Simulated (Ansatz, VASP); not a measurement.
C in VASP and in Ansatz

```
CELL_PARAMETERS angstrom
2.46572 0.00000 0.00000
-1.23286 2.13538 0.00000
0.00000 0.00000 17.50000
ATOMIC_POSITIONS crystal
C 0.33333 0.66667 0.25714
C 0.66667 0.33333 0.25714
C 0.66667 0.33333 0.46057
C 0.00000 0.00000 0.46057
```

Alike in both runs: task single point; functional PBE; dispersion D3(BJ); k mesh 15 × 15 × 1; occupations gaussian, width 0.1 eV; no spin polarisation.

|  | VASP | Ansatz |
| --- | --- | --- |
| version | VASP 6.6.1 | Ansatz 0.2.0 |
| potentials or method | VASP PAW PBE potentials, release 64 (C), cutoff 520 eV | scalar-relativistic, plane waves, PAW |
| valence electrons in the cell | 16 | 16 |

```csv
,VASP,Ansatz,Ansatz less VASP
gap on the k mesh at the Fermi level (eV),none,none,-
rms of the force components (eV/Å),0.011,0.011,-0.0001
```

Atom by atom the forces differ by 0.000 eV/Å (rms over components). A gap of «none» marks a metal or a gap that the smearing closes. Ansatz's warnings: xc potential rough in thin density.
